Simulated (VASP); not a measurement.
# GaSb (F-43m) in VASP: a series of runs

Runs on GaSb. Level: PBEsol. Tasks: relaxation of cell and atoms.

All numbers are computed with VASP 6.6.1; they aren't measurements. Logs are shortened: lines on timing, memory, paths and dates and some standing lists are left out, and cuts for length are marked.

**1. The cell of the first run**

Symmetry: F-43m, No. 216, cubic system. Conventional cell: a = 6.112 Å, b = 6.112 Å, c = 6.112 Å, α = 90.00°, β = 90.00°, γ = 90.00°. Within 3.5 Å of Ga (site symmetry -43m) lie 4 Sb at 2.65 Å. Sb (site symmetry -43m) has 4 Ga at 2.65 Å within 3.5 Å.

**2. Relaxation of cell and atoms, PBEsol, target pressure 4 GPa, at which the enthalpy is minimised**

Input file INCAR:

```
SYSTEM = GaSb
  PREC = Accurate
  ENCUT = 600
  EDIFF = 1E-6
  ISMEAR = -1
  SIGMA = 0.1
  LREAL = .False.
  LASPH = .True.
  NELM = 100
  ALGO = Normal
  ISIF = 3
  LWAVE = .False.
  LCHARG = .False.
  GGA = PS
  IBRION = 2
  NSW = 100
  EDIFFG = -0.002
  PSTRESS = 40.0
```

Input file KPOINTS:

```
Automatic mesh
0
Gamma
  14 14 14
  0 0 0
```

Input file POSCAR:

```
GaSb
1.0
    0.0000000000      3.0558091531      3.0558091531
    3.0558091531      0.0000000000      3.0558091531
    3.0558091531      3.0558091531      0.0000000000
Ga Sb
1 1
Direct
    0.0000000000      0.0000000000      0.0000000000
    0.7500000000      0.7500000000      0.7500000000
```

Potentials or basis: VASP PAW PBE potentials, release 64 (Ga_d, Sb).

Command:

```bash
> cat potpaw_PBE.64/Ga_d/POTCAR potpaw_PBE.64/Sb/POTCAR > POTCAR
> mpirun -np 1 vasp_std > vasp.out
```

OUTCAR:

```text
SYSTEM = GaSb
   PREC = Accurate
   ENCUT = 600
   EDIFF = 1E-6
   ISMEAR = -1
   LREAL = .False.
   LASPH = .True.
   NELM = 100
   ISIF = 3
   GGA = PS
   IBRION = 2
   NSW = 100
   EDIFFG = -0.002
   PSTRESS = 40.0

 ion  position               nearest neighbor table
   1  0.000  0.000  0.000-   2 2.65   2 2.65   2 2.65   2 2.65
   2  0.750  0.750  0.750-   1 2.65   1 2.65   1 2.65   1 2.65

  LATTYP: Found a face centered cubic cell.
 ALAT       =     6.1116183062

  Lattice vectors:

 A1 = (   0.0000000000,   3.0558091531,   3.0558091531)
 A2 = (   3.0558091531,   0.0000000000,   3.0558091531)
 A3 = (   3.0558091531,   3.0558091531,   0.0000000000)

Analysis of symmetry for initial positions (statically):
=====================================================================
 Subroutine PRICEL returns:
 Original cell was already a primitive cell.

 Routine SETGRP: Setting up the symmetry group for a
 face centered cubic supercell.

 Subroutine GETGRP returns: Found 24 space group operations
 (whereof 24 operations were pure point group operations)
 out of a pool of 48 trial point group operations.

The static configuration has the point symmetry T_d .

Analysis of symmetry for dynamics (positions and initial velocities):
=====================================================================
 Subroutine PRICEL returns:
 Original cell was already a primitive cell.

 Routine SETGRP: Setting up the symmetry group for a
 face centered cubic supercell.

 Subroutine GETGRP returns: Found 24 space group operations
 (whereof 24 operations were pure point group operations)
 out of a pool of 48 trial point group operations.

The dynamic configuration has the point symmetry T_d .

 Subroutine INISYM returns: Found 24 space group operations
 (whereof 24 operations are pure point group operations),
 and found     1 'primitive' translations

----------------------------------------------------------------------------------------

                                     Primitive cell

  volume of cell :      57.0701

  direct lattice vectors                    reciprocal lattice vectors
     0.000000000  3.055809153  3.055809153    -0.163622784  0.163622784  0.163622784
     3.055809153  0.000000000  3.055809153     0.163622784 -0.163622784  0.163622784
     3.055809153  3.055809153  0.000000000     0.163622784  0.163622784 -0.163622784
[... 100 lines left out ...]
   EFERMI_NEDOS =   21; number of points for ismear=-14 and -15
   IALGO  =     38    algorithm
   IMIX   =      4    mixing-type and parameters
     AMIX     =   0.40;   BMIX     =  1.00
     AMIX_MAG =   1.60;   BMIX_MAG =  1.00
  volume/ion in A,a.u.               =      28.54       192.56
  Fermi-wavevector in a.u.,A,eV,Ry     =   1.114370  2.105854 16.895996  1.241821
  Thomas-Fermi vector in A             =   2.250964
   LORBIT       =      0    0 simple, 1 ext, 2 COOP (PROOUT), +10 PAW based schemes
   GGA     = PS    functional components
   LHFCALC =     F    Hartree Fock is set to
   AEXX    =    0.0000 exact exchange contribution
   IVDW    =     0    specifies the selected vdW correction
   LEPSILON=     F    determine dielectric tensor
   LRPA    =     F    only Hartree local field effects (RPA)
 conjugate gradient relaxation of ions
 non-spin polarized calculation
  energy-cutoff  :      600.00
  volume of cell :       57.07
 maximum number of plane-waves:      1924
   NGX = 17   NGY = 17   NGZ = 17

--------------------------------------- Ionic step        1  -------------------------------------------

 number of electron      18.0000006 magnetization

 Free energy of the ion-electron system (eV)
  ---------------------------------------------------
  ext. energy  EPLUGINS =         0.00000000
  ---------------------------------------------------
  free energy    TOTEN  =        -8.15591991 eV

  energy without entropy =       -8.15447367  energy(sigma->0) =       -8.15519679

------------------------ aborting loop because EDIFF is reached ----------------------------------------

  FORCE on cell =-STRESS in cart. coord.  units (eV):
  Direction    XX          YY          ZZ          XY          YZ          ZX
  --------------------------------------------------------------------------------------
  -------------------------------------------------------------------------------------
  Total        0.0261919      0.0261919      0.0261919      0.0000000      0.0000000      0.0000000
  in kB        0.7353062      0.7353062      0.7353062      0.0000000      0.0000000      0.0000000
  external PRESSURE =     -39.2646938 kB  Pullay stress =      40.0000000 kB
[... 63 lines left out ...]
--------------------------------------- Ionic step        3  -------------------------------------------

 number of electron      17.9999999 magnetization

 Free energy of the ion-electron system (eV)
  ---------------------------------------------------
  ext. energy  EPLUGINS =         0.00000000
  ---------------------------------------------------
  free energy    TOTEN  =        -8.11326478 eV

  energy without entropy =       -8.11235951  energy(sigma->0) =       -8.11281215

 E-fermi :   5.6932     XC(G=0):  -9.5646

 val. band max:        5.4467916136   @ k =   0.0000   0.0000   0.0000
 cond. band min:       5.9312106310   @ k =   0.0000   0.0000   0.0000
 fundamental gap:      0.4844190174
 Fermi energy:         5.6932322138

 k-point     1 :       0.0000    0.0000    0.0000
  band No.  band energies     occupation
      1      -9.6988      2.00000
      2      -9.6988      2.00000
      3      -9.6988      2.00000
      4      -9.6370      2.00000
      5      -9.6370      2.00000
      6      -6.5503      2.00000
      7       5.4468      1.84322
      8       5.4468      1.84322
      9       5.4468      1.84322
     10       5.9312      0.16945
     11       8.1818      0.00000
     12       8.1818      0.00000
     13       8.1818      0.00000
[... 354 lines left out ...]
  band No.  band energies     occupation
      1      -9.7248      2.00000
      2      -9.6878      2.00000
      3      -9.6867      2.00000
      4      -9.6414      2.00000
      5      -9.6356      2.00000
      6      -5.7394      2.00000
      7       1.2896      2.00000
      8       3.8166      2.00000
      9       3.9575      2.00000
     10       7.3063      0.00000
     11       8.4229      0.00000
     12      10.1465      0.00000
     13      10.2646      0.00000

 [... further k-points ...]

------------------------ aborting loop because EDIFF is reached ----------------------------------------

  FORCE on cell =-STRESS in cart. coord.  units (eV):
  Direction    XX          YY          ZZ          XY          YZ          ZX
  --------------------------------------------------------------------------------------
  -------------------------------------------------------------------------------------
  Total        1.3326130      1.3326130      1.3326130      0.0000000      0.0000000     -0.0000000
  in kB       39.9062205     39.9062205     39.9062205      0.0000000      0.0000000     -0.0000000
  external PRESSURE =      -0.0937795 kB  Pullay stress =      40.0000000 kB
[... 21 lines left out ...]
  energy  without entropy=       -8.1123595138  energy(sigma->0) =       -8.11281215

  enthalpy is  TOTEN    =        -6.7775201553 eV   P V=        1.3357446255

 reached required accuracy - stopping structural energy minimisation
```

CONTCAR:

```text
GaSb
   1.00000000000000
    -0.0000000000000000    2.9907584855366824    2.9907584855366824
     2.9907584855366824   -0.0000000000000000    2.9907584855366824
     2.9907584855366824    2.9907584855366824    0.0000000000000000
  Ga              Sb
     1     1
Direct
     0.0000000000000000    0.0000000000000000    0.0000000000000000
     0.7500000000000000    0.7500000000000000    0.7500000000000000

  0.00000000E+00  0.00000000E+00  0.00000000E+00
  0.00000000E+00  0.00000000E+00  0.00000000E+00
```

Run time: 3.6 min. Hardware: 1 thread of Intel Xeon Platinum 8375C at 2.90GHz (Ice Lake), shared host; peak memory 0.28 GiB.

What came out:

- Free energy: -8.1133 eV
- Relaxed volume: 26.75 Å³/atom
- Relaxed cell: a = 4.230 Å, b = 4.230 Å, c = 4.230 Å, α = 60.00°, β = 60.00°, γ = 60.00°
- Space group after relaxing (to 0.1 Å): F-43m (No. 216)
- Energy change on relaxing (the run minimises the enthalpy): +21.3 meV/atom
- Ionic steps: 3
- Pressure after relaxing: 4.0 GPa
- Band gap on the k mesh: 0.48 eV

The path:
```tsv
step	energy change (eV)	largest force (eV/Å)	pressure (GPa)	volume (Å³)
1	0.0000	0.0000	0.07	57.07
2	0.1106	0.0000	6.91	51.49
3	0.0427	0.0000	3.99	53.50
```

Final structure:
```yaml
crystal:
  lattice:
    - [0.00000, 2.99076, 2.99076]
    - [2.99076, 0.00000, 2.99076]
    - [2.99076, 2.99076, 0.00000]
  atoms:
    - { symbol: Ga, position: [0.00000, 0.00000, 0.00000] }
    - { symbol: Sb, position: [0.75000, 0.75000, 0.75000] }
```

Caveat: the cell is relaxed towards a set pressure, so the run minimises the enthalpy, not the energy; the PAW data sets were made with another functional, which shifts forces and pressure a little; spin-orbit coupling is left out, which moves the levels of the heavy elements. A k mesh can miss the band edges.

**3. Relaxation of cell and atoms, PBEsol, target pressure 7 GPa, at which the enthalpy is minimised**

Input file INCAR:

```
PREC = Accurate
ENCUT = 600
EDIFF = 1E-7
ISMEAR = -1
SIGMA = 0.1
LREAL = False
LASPH = True
NELM = 60
ALGO = Normal
ISIF = 3
LWAVE = False
LCHARG = False
GGA = PS
IBRION = 2
NSW = 100
EDIFFG = -0.002
PSTRESS = 70.0
```

Input file KPOINTS:

```
Automatic mesh
0
Gamma
  14 14 14
```

POSCAR is that of step 2.

Potentials or basis: VASP PAW PBE potentials, release 64 (Ga_d, Sb).

Command:

```bash
> cat potpaw_PBE.64/Ga_d/POTCAR potpaw_PBE.64/Sb/POTCAR > POTCAR
> mpirun -np 1 vasp_std > vasp.out
```

OUTCAR:

```text
PREC = Accurate
   ENCUT = 600
   EDIFF = 1E-7
   ISMEAR = -1
   LREAL = False
   LASPH = True
   NELM = 60
   ISIF = 3
   GGA = PS
   IBRION = 2
   NSW = 100
   EDIFFG = -0.002
   PSTRESS = 70.0

 ion  position               nearest neighbor table
   1  0.000  0.000  0.000-   2 2.65   2 2.65   2 2.65   2 2.65
   2  0.750  0.750  0.750-   1 2.65   1 2.65   1 2.65   1 2.65

  LATTYP: Found a face centered cubic cell.
 ALAT       =     6.1116183062

  Lattice vectors:

 A1 = (   0.0000000000,   3.0558091531,   3.0558091531)
 A2 = (   3.0558091531,   0.0000000000,   3.0558091531)
 A3 = (   3.0558091531,   3.0558091531,   0.0000000000)

Analysis of symmetry for initial positions (statically):
=====================================================================
 Subroutine PRICEL returns:
 Original cell was already a primitive cell.

 Routine SETGRP: Setting up the symmetry group for a
 face centered cubic supercell.

 Subroutine GETGRP returns: Found 24 space group operations
 (whereof 24 operations were pure point group operations)
 out of a pool of 48 trial point group operations.

The static configuration has the point symmetry T_d .

Analysis of symmetry for dynamics (positions and initial velocities):
=====================================================================
 Subroutine PRICEL returns:
 Original cell was already a primitive cell.

 Routine SETGRP: Setting up the symmetry group for a
[... 163 lines left out ...]
  in kB        0.8280665      0.8280665      0.8280665      0.0000000      0.0000000      0.0000000
  external PRESSURE =     -69.1719335 kB  Pullay stress =      70.0000000 kB
[... 25 lines left out ...]
--------------------------------------- Ionic step        2  -------------------------------------------

 number of electron      18.0000001 magnetization

 E-fermi :   7.0621     XC(G=0): -10.1050

 val. band max:        6.8542648313   @ k =   0.0000   0.0000   0.0000
 cond. band min:       7.3227620811   @ k =   0.4286   0.4286   0.0000
 fundamental gap:      0.4684972498
 Fermi energy:         7.0621108480

 k-point     1 :       0.0000    0.0000    0.0000
  band No.  band energies     occupation
      1      -8.6440      2.00000
      2      -8.6440      2.00000
      3      -8.6440      2.00000
      4      -8.5568      2.00000
      5      -8.5568      2.00000
      6      -6.1254      2.00000
      7       6.8543      1.77759
      8       6.8543      1.77758
      9       6.8543      1.77758
     10       8.2651      0.00001
     11       9.5202      0.00000
     12       9.5202      0.00000
     13       9.5202      0.00000
[... 519 lines left out ...]
--------------------------------------- Ionic step        6  -------------------------------------------

 number of electron      17.9999996 magnetization

 Free energy of the ion-electron system (eV)
  ---------------------------------------------------
  ext. energy  EPLUGINS =         0.00000000
  ---------------------------------------------------
  free energy    TOTEN  =        -8.04288772 eV

  energy without entropy =       -8.04210024  energy(sigma->0) =       -8.04249398

 E-fermi :   6.1546     XC(G=0):  -9.7412

 val. band max:        5.8919679776   @ k =   0.0000   0.0000   0.0000
 cond. band min:       6.4764022814   @ k =   0.5000   0.0000   0.0000
 fundamental gap:      0.5844343038
 Fermi energy:         6.1545971649

 k-point     1 :       0.0000    0.0000    0.0000
  band No.  band energies     occupation
      1      -9.3571      2.00000
      2      -9.3571      2.00000
      3      -9.3571      2.00000
      4      -9.2876      2.00000
      5      -9.2876      2.00000
      6      -6.4141      2.00000
      7       5.8920      1.86507
      8       5.8920      1.86507
      9       5.8920      1.86507
     10       6.6759      0.01083
     11       8.6082      0.00000
     12       8.6082      0.00000
     13       8.6082      0.00000
[... 401 lines left out ...]
  energy  without entropy=       -8.0421002443  energy(sigma->0) =       -8.04249398

  enthalpy is  TOTEN    =        -5.7958767317 eV   P V=        2.2470109861

 reached required accuracy - stopping structural energy minimisation
```

OSZICAR:

```text
N       E                     dE             d eps       ncg     rms          rms(c)
DAV:   1     0.826775357181E+02    0.82678E+02   -0.94540E+03  2736   0.186E+03
DAV:   2    -0.183405536943E+01   -0.84512E+02   -0.82027E+02  2984   0.341E+02
DAV:   3    -0.813555929019E+01   -0.63015E+01   -0.62112E+01  3339   0.768E+01
[... 53 lines left out ...]
DAV:   2    -0.804292709163E+01    0.14853E-03   -0.29315E-04  3449   0.385E-01    0.360E-02
DAV:   3    -0.804289161840E+01    0.35473E-04   -0.40715E-05  3609   0.122E-01    0.838E-03
DAV:   4    -0.804288789561E+01    0.37228E-05   -0.47063E-06  3214   0.340E-02    0.259E-03
DAV:   5    -0.804288772048E+01    0.17513E-06   -0.25885E-07  2696   0.695E-03    0.768E-04
DAV:   6    -0.804288771776E+01    0.27239E-08   -0.40429E-08  1352   0.401E-03
   6 F= -.57958767E+01 E0= -.57954830E+01  d E =-.124490E-04
```

Wall time 5.7 min (1 thread of Intel Xeon Platinum 8375C at 2.90GHz (Ice Lake), shared host); peak memory 0.29 GiB.

What came out:

```
Free energy                                                : -8.0429 eV
Relaxed volume                                             : 25.72 Å³/atom
Relaxed cell                                               : a = 4.174 Å, b = 4.174 Å, c = 4.174 Å, α = 60.00°, β = 60.00°, γ = 60.00°
Space group after relaxing (to 0.1 Å)                      : F-43m (No. 216)
Energy change on relaxing (the run minimises the enthalpy) : +56.5 meV/atom
Ionic steps                                                : 6
Pressure after relaxing                                    : 7.0 GPa
Band gap on the k mesh                                     : 0.58 eV (least direct gap 0.78 eV)
```

Step by step:
| step | energy change (eV) | largest force (eV/Å) | pressure (GPa) | volume (Å³) |
| --- | --- | --- | --- | --- |
| 1 | 0.0000 | 0.0000 | 0.08 | 57.07 |
| 2 | 0.3752 | 0.0000 | 14.78 | 47.49 |
| 3 | 0.1105 | 0.0000 | 6.93 | 51.49 |
| 4 | 0.1152 | 0.0000 | 7.10 | 51.38 |
| 5 | 0.1106 | 0.0000 | 6.90 | 51.49 |
| 6 | 0.1130 | 0.0000 | 7.01 | 51.43 |

Final structure:
```
Ga Sb
1.0
     0.00000    2.95163    2.95163
     2.95163    0.00000    2.95163
     2.95163    2.95163    0.00000
Ga Sb
1 1
Direct
  0.00000 0.00000 0.00000
  0.75000 0.75000 0.75000
```

Caveat: the cell is relaxed towards a set pressure, so the run minimises the enthalpy, not the energy; the PAW data sets were made with another functional, which shifts forces and pressure a little; spin-orbit coupling is left out, which moves the levels of the heavy elements. A k mesh can miss the band edges.

(Part 1 of 2 ends here.)
